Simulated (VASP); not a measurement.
# Hf3B2Cl4 (Immm) in VASP: single point with PBE

Aim: the single point of Hf3B2Cl4 with PBE.

Program: VASP 6.6.1. These are calculated values, not measurements. Logs are shortened: lines on timing, memory, paths and dates and some standing lists are left out, and cuts for length are marked.

## 1. The cell of the first run

It takes space group Immm (No. 71, orthorhombic). The conventional cell has a = 6.323 Å, b = 10.148 Å, c = 10.461 Å, α = 90.00°, β = 90.00°, γ = 90.00°. Within 3.2 Å of Hf (site symmetry mmm) lie 4 Cl at 2.39 Å and 2 Hf at 3.19 Å. Within 2.7 Å of Hf (site symmetry mm2) lie 1 B at 2.04 Å. Within 4.2 Å of B (site symmetry mmm) lie 2 B at 3.16 Å and 4 Cl at 3.68 Å and 4 Hf at 3.76 Å. B (site symmetry mmm) has 2 Hf at 2.04 Å within 2.7 Å. Cl (site symmetry m) has 1 Hf at 2.39 Å and 1 Cl at 3.09 Å within 3.2 Å.

## 2. Single point, PBE

INCAR

```
SYSTEM = Hf3B2Cl4
  PREC = Accurate
  ENCUT = 520
  EDIFF = 1E-7
  ISMEAR = 0
  SIGMA = 0.1
  LREAL = .FALSE.
  LASPH = .TRUE.
  NELM = 100
  ALGO = Normal
  ISIF = 2
  LWAVE = .FALSE.
  LCHARG = .FALSE.
  GGA = PE
  NBANDS = 42
```

KPOINTS

```
Automatic mesh
0
G
  4 4 4
  0 0 0
```

POSCAR

```
Hf3B2Cl4
1.0
   -3.1615409511      5.0740406031      5.2304685042
    3.1615409511     -5.0740406031      5.2304685042
    3.1615409511      5.0740406031     -5.2304685042
Hf B Cl
3 2 4
Direct
    0.0000000000      0.0000000000      0.0000000000
    0.6953210076      0.6953210076      0.0000000000
    0.3046789924      0.3046789924      0.0000000000
    0.5000000000      0.0000000000      0.5000000000
    0.5000000000      0.5000000000      0.0000000000
    0.1737415190      0.2553460003      0.4290875192
    0.1737415190      0.7446539997      0.9183955187
    0.8262584810      0.2553460003      0.0816044813
    0.8262584810      0.7446539997      0.5709124808
```

Potentials or basis: VASP PAW PBE potentials, release 64 (Hf_pv, B, Cl).

Launch:

```
cat potpaw_PBE.64/Hf_pv/POTCAR potpaw_PBE.64/B/POTCAR potpaw_PBE.64/Cl/POTCAR > POTCAR
mpirun -np 1 vasp_std > vasp.out
```

OUTCAR:

```text
SYSTEM = Hf3B2Cl4
   PREC = Accurate
   ENCUT = 520
   EDIFF = 1E-7
   ISMEAR = 0
   LREAL = .FALSE.
   LASPH = .TRUE.
   NELM = 100
   ISIF = 2
   GGA = PE

 ion  position               nearest neighbor table
   1  0.000  0.000  0.000-   6 2.39   9 2.39   8 2.39   7 2.39   2 3.19   3 3.19
   2  0.695  0.695  0.000-   5 2.04   1 3.19
   3  0.305  0.305  0.000-   5 2.04   1 3.19
   4  0.500  0.000  0.500-
   5  0.500  0.500  0.000-   2 2.04   3 2.04
   6  0.174  0.255  0.429-   1 2.39
   7  0.174  0.745  0.918-   1 2.39
   8  0.826  0.255  0.082-   1 2.39
   9  0.826  0.745  0.571-   1 2.39

  LATTYP: Found a body centered orthorhombic cell.
 ALAT       =     6.3230819022
 B/A-ratio  =     1.6049264209
 C/A-ratio  =     1.6544047935

  Lattice vectors:

 A1 = (  -3.1615409511,   5.0740406031,   5.2304685042)
 A2 = (   3.1615409511,  -5.0740406031,   5.2304685042)
 A3 = (   3.1615409511,   5.0740406031,  -5.2304685042)

Analysis of symmetry for initial positions (statically):
=====================================================================
 Subroutine PRICEL returns:
 Original cell was already a primitive cell.

 Routine SETGRP: Setting up the symmetry group for a
 body centered orthorhombic supercell.

 Subroutine GETGRP returns: Found  8 space group operations
 (whereof  8 operations were pure point group operations)
 out of a pool of  8 trial point group operations.

The static configuration has the point symmetry D_2h.

Analysis of symmetry for dynamics (positions and initial velocities):
=====================================================================
 Subroutine PRICEL returns:
 Original cell was already a primitive cell.

 Routine SETGRP: Setting up the symmetry group for a
 body centered orthorhombic supercell.

 Subroutine GETGRP returns: Found  8 space group operations
 (whereof  8 operations were pure point group operations)
 out of a pool of  8 trial point group operations.

The dynamic configuration has the point symmetry D_2h.

 Subroutine INISYM returns: Found  8 space group operations
 (whereof  8 operations are pure point group operations),
 and found     1 'primitive' translations

[... 101 lines left out ...]
   EDIFF  = 0.1E-06   stopping-criterion for ELM
   LREAL  =      F    real-space projection
   EDIFFG = 0.1E-05   stopping-criterion for IOM
   NSW    =      0    number of steps for IOM
   IBRION =     -1    ionic relax: 0-MD 1-quasi-New 2-CG
   NFREE  =      0    steps in history (QN), initial steepest desc. (CG)
   ISIF   =      2    stress and relaxation
   ISYM   =      2    0-nonsym 1-usesym 2-fastsym
   POTIM  = 0.5000    time-step for ionic-motion
   TEBEG  =    0.0;   TEEND  =   0.0 temperature during run
   PSTRESS=    0.0 pullay stress
   NELECT =      64.0000    total number of electrons
   NUPDOWN=      -1.0000    fix difference up-down
   EMIN   =  10.00;   EMAX   =-10.00  energy-range for DOS
   EFERMI =   0.00;   METHOD = LEGACY
   ISMEAR =     0;   SIGMA  =   0.10  broadening in eV -4-tet -1-fermi 0-gaus
   EFERMI_NEDOS =   21; number of points for ismear=-14 and -15
   IALGO  =     38    algorithm
   IMIX   =      4    mixing-type and parameters
     AMIX     =   0.40;   BMIX     =  1.00
     AMIX_MAG =   1.60;   BMIX_MAG =  1.00
  volume/ion in A,a.u.               =      37.29       251.66
  Fermi-wavevector in a.u.,A,eV,Ry     =   0.942288  1.780666 12.080707  0.887907
  Thomas-Fermi vector in A             =   2.069883
   LORBIT       =      0    0 simple, 1 ext, 2 COOP (PROOUT), +10 PAW based schemes
   GGA     = PE    functional components
   LHFCALC =     F    Hartree Fock is set to
   AEXX    =    0.0000 exact exchange contribution
   IVDW    =     0    specifies the selected vdW correction
   LEPSILON=     F    determine dielectric tensor
   LRPA    =     F    only Hartree local field effects (RPA)
 non-spin polarized calculation
 Gauss-broadening in eV      SIGMA  =   0.10
  energy-cutoff  :      520.00
  volume of cell :      335.62
 maximum number of plane-waves:      9067
   NGX = 29   NGY = 29   NGZ = 29

 number of electron      63.9999999 magnetization

 Free energy of the ion-electron system (eV)
  ---------------------------------------------------
  ext. energy  EPLUGINS =         0.00000000
  ---------------------------------------------------
  free energy    TOTEN  =       -42.49647984 eV

  energy without entropy =      -42.46773423  energy(sigma->0) =      -42.48210703

 E-fermi :   0.3677     XC(G=0):  -7.0529

 val. band max:        0.3669965806   @ k =   0.0000   0.0000   0.0000
 cond. band min:       0.3807563172   @ k =  -0.2500   0.2500   0.2500
 fundamental gap:      0.0137597367
 Fermi energy:         0.3677202876

 k-point     1 :       0.0000    0.0000    0.0000
  band No.  band energies     occupation
      1     -32.1268      2.00000
      2     -32.1250      2.00000
      3     -31.9743      2.00000
      4     -31.9723      2.00000
      5     -31.3858      2.00000
      6     -31.3214      2.00000
[... 799 lines left out ...]
     41       1.7387      0.00000
     42       2.1229      0.00000

------------------------ aborting loop because EDIFF is reached ----------------------------------------

  FORCE on cell =-STRESS in cart. coord.  units (eV):
  Direction    XX          YY          ZZ          XY          YZ          ZX
  --------------------------------------------------------------------------------------
  -------------------------------------------------------------------------------------
  Total       -0.4352424     -0.2657423     -0.1914249     -0.0000000      0.0000000      0.0000000
  in kB       -2.0777266     -1.2685800     -0.9138094     -0.0000000      0.0000000      0.0000000
  external PRESSURE =      -1.4200387 kB  Pullay stress =       0.0000000 kB

 VOLUME and BASIS-vectors are now :
 -----------------------------------------------------------------------------
  energy-cutoff  :      520.00
  volume of cell :      335.62
      direct lattice vectors                 reciprocal lattice vectors
    -3.161540951  5.074040603  5.230468504     0.000000000  0.098540796  0.095593731
     3.161540951 -5.074040603  5.230468504     0.158150727  0.000000000  0.095593731
     3.161540951  5.074040603 -5.230468504     0.158150727  0.098540796  0.000000000

 POSITION                                       TOTAL-FORCE (eV/Angst)
 -----------------------------------------------------------------------------------
      0.00000      0.00000      0.00000        -0.000000     -0.000000      0.000000
      0.00000      0.00000      7.27371        -0.000000     -0.000000     -0.015639
      0.00000      0.00000      3.18723        -0.000000     -0.000000      0.015639
      0.00000      5.07404      0.00000        -0.000000     -0.000000      0.000000
      0.00000      0.00000      5.23047        -0.000000     -0.000000      0.000000
      1.61457      1.76314      0.00000        -0.047263     -0.051423     -0.000000
      4.70851      1.76314      0.00000         0.047263     -0.051423      0.000000
     -1.54697      3.31090      5.23047        -0.047263      0.051423     -0.000000
      1.54697      3.31090      5.23047         0.047263      0.051423      0.000000
 -----------------------------------------------------------------------------------
    total drift:                                0.000000      0.000000     -0.000000

  FREE ENERGIE OF THE ION-ELECTRON SYSTEM (eV)
  ---------------------------------------------------
  free  energy   TOTEN  =       -42.4964798365 eV

  energy  without entropy=      -42.4677342302  energy(sigma->0) =      -42.48210703
```

OSZICAR:

```text
N       E                     dE             d eps       ncg     rms          rms(c)
DAV:   1     0.361731907850E+03    0.36173E+03   -0.29434E+04  1800   0.127E+03
DAV:   2    -0.121266994595E+02   -0.37386E+03   -0.35542E+03  2014   0.267E+02
DAV:   3    -0.519883844900E+02   -0.39862E+02   -0.39012E+02  1876   0.708E+01
[... 11 lines left out ...]
DAV:  15    -0.424964631162E+02   -0.44620E-04   -0.36082E-05  1736   0.189E-02    0.893E-03
DAV:  16    -0.424964766169E+02   -0.13501E-04   -0.17004E-05  1934   0.111E-02    0.561E-03
DAV:  17    -0.424964790568E+02   -0.24399E-05   -0.22604E-06  1584   0.442E-03    0.410E-03
DAV:  18    -0.424964797696E+02   -0.71276E-06   -0.13492E-06  1670   0.312E-03    0.134E-03
DAV:  19    -0.424964798365E+02   -0.66922E-07   -0.13985E-07  1472   0.105E-03
   1 F= -.42496480E+02 E0= -.42482107E+02  d E =-.287456E-01
```

Run time: 7.8 min. Hardware: 1 thread of Oxide Virtual Turin-like, shared host; peak memory 0.57 GiB.

What came out:

```
Free energy   : -42.4965 eV
Pressure      : -0.1 GPa
Largest force : 0.070 eV/Å
```

Forces on the atoms (eV/Å):
```
Hf   0.000  0.000  0.000
Hf   0.000  0.000 -0.016
Hf   0.000  0.000  0.016
B    0.000  0.000  0.000
B    0.000  0.000  0.000
Cl  -0.047 -0.051  0.000
Cl   0.047 -0.051  0.000
Cl  -0.047  0.051  0.000
Cl   0.047  0.051  0.000
```

Levels at points of the mesh, in eV from the Fermi level:
```tsv
k point	band 30	band 31	band 32	band 33	band 34	band 35
(0.00, 0.00, 0.00)	-1.31	-0.76	-0.49	0.00	0.47	0.56
(0.50, 0.00, 0.00)	-0.86	-0.60	-0.03	0.34	0.72	0.78
(0.00, 0.50, 0.00)	-0.45	-0.25	-0.04	0.16	0.46	0.54
(0.50, 0.50, 0.00)	-0.72	-0.39	-0.30	0.09	0.16	0.38
(0.50, 0.50, 0.50)	-1.19	-0.62	-0.53	0.28	0.56	0.75
```

Caveat: spin-orbit coupling is left out, which moves the levels of the heavy elements.
